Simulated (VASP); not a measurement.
Write the native input for VASP 6.6.1 that does the following.

```
Task                   : single point
Functional             : PBE
Potentials or basis    : VASP PAW PBE potentials, release 64 (Pb_d)
Cutoff                 : 520 eV
k mesh                 : 2 × 2 × 1
Occupations            : fermi-dirac, width 0.15 eV
Spin                   : no spin polarisation
Dipole correction      : no
Further INCAR settings : LREAL = Auto; ALGO = Normal; EDIFF = 1e-07; NBANDS = 126
```

The structure of Pb lies in POSCAR:

```
Pb
1.0
    7.0003570000      0.0000000000      0.0000000000
    0.0000000000      7.0003570000      0.0000000000
    0.0000000000      0.0000000000     18.4250000000
Pb
16
Direct
    0.2500015356      0.2500015356      0.0542740841
    0.7500046069      0.2500015356      0.0542740841
    0.2500015356      0.7500046069      0.0542740841
    0.7500046069      0.7500046069      0.0542740841
    0.0196561404     -0.0318269483      0.1760922659
    0.5269016994     -0.0229274021      0.1702523745
   -0.0017999082      0.4424202937      0.1808521031
    0.4983745829      0.4653048409      0.1688249661
    0.7385623333      0.7899025721      0.3058778833
    0.9405663168      0.1910045445      0.3170691995
    0.4661619400      1.2385368346      0.3227191316
    1.1997959533      0.7840600129      0.3334274084
    0.3886087524      0.5250303663      0.4538887381
    1.0433753593     -0.0416264485      0.4771451832
    0.5360440903      0.9926065199      0.4612157395
    0.8475139196      0.5094883018      0.4491668928
```

The input as run:

INCAR

```
SYSTEM = Pb
PREC = Accurate ; ENCUT = 520
EDIFF = 1E-7 ; ISMEAR = -1
SIGMA = 0.15 ; LREAL = Auto
LASPH = .True. ; NELM = 80
ALGO = Normal ; ISIF = 2
LWAVE = .False. ; LCHARG = .False.
GGA = PE ; NBANDS = 126
```

KPOINTS

```
regular mesh
0
Gamma
  2 2 1
  0 0 0
```

Potentials or basis: VASP PAW PBE potentials, release 64 (Pb_d).

Launch:

```sh
$ cat potpaw_PBE.64/Pb_d/POTCAR > POTCAR
$ mpirun -np 1 vasp_std > vasp.out
```

Results of the run:

The largest force is 1.459 eV/Å and the band gap on the k mesh is zero (bands 112 and 113 overlap by 0.33 eV).

Caveat: the k points lie up to 0.45 Å⁻¹ apart; there is no dipole correction, which matters where the two faces differ; spin-orbit coupling is left out, which moves the levels of the heavy elements.

Run time: 15 min on 1 thread of Intel(R) Xeon(R) Platinum 8124M CPU @ 3.00GHz (Skylake/Cascade Lake), on a shared host, peak memory 0.9 GiB.
